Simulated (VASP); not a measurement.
Here is a VASP 6.6.1 calculation.

INCAR

```
SYSTEM = SiC
ALGO = Normal
EDIFF = 1E-6
ENCUT = 520
GGA = PE
ISIF = 2
ISMEAR = 0
LASPH = .TRUE.
LCHARG = .FALSE.
LREAL = .FALSE.
LWAVE = .FALSE.
NBANDS = 11
NELM = 100
PREC = Accurate
SIGMA = 0.015
```

File KPOINTS:

```
k-points
0
G
  10 10 10
  0 0 0
```

POSCAR

```
SiC
1.0
    0.0000000000      2.1790000000      2.1790000000
    2.1790000000      0.0000000000      2.1790000000
    2.1790000000      2.1790000000      0.0000000000
Si C
1 1
Direct
    0.0000000000      0.0000000000      0.0000000000
    0.7500000000      0.7500000000      0.7500000000
```

Potentials or basis: VASP PAW PBE potentials, release 64 (Si, C).

Command:

```bash
$ cat potpaw_PBE.64/Si/POTCAR potpaw_PBE.64/C/POTCAR > POTCAR
$ mpirun -np 1 vasp_std > vasp.out
```

Task: Estimate the pressure.

Result: 3.2 GPa.

Task: What does it give for the band gap on the k mesh?

Result: 1.36 eV, indirect (least direct gap 4.54 eV).

A k mesh can miss the band edges. A hybrid or GW would open this gap; PBE tends to underestimate it.
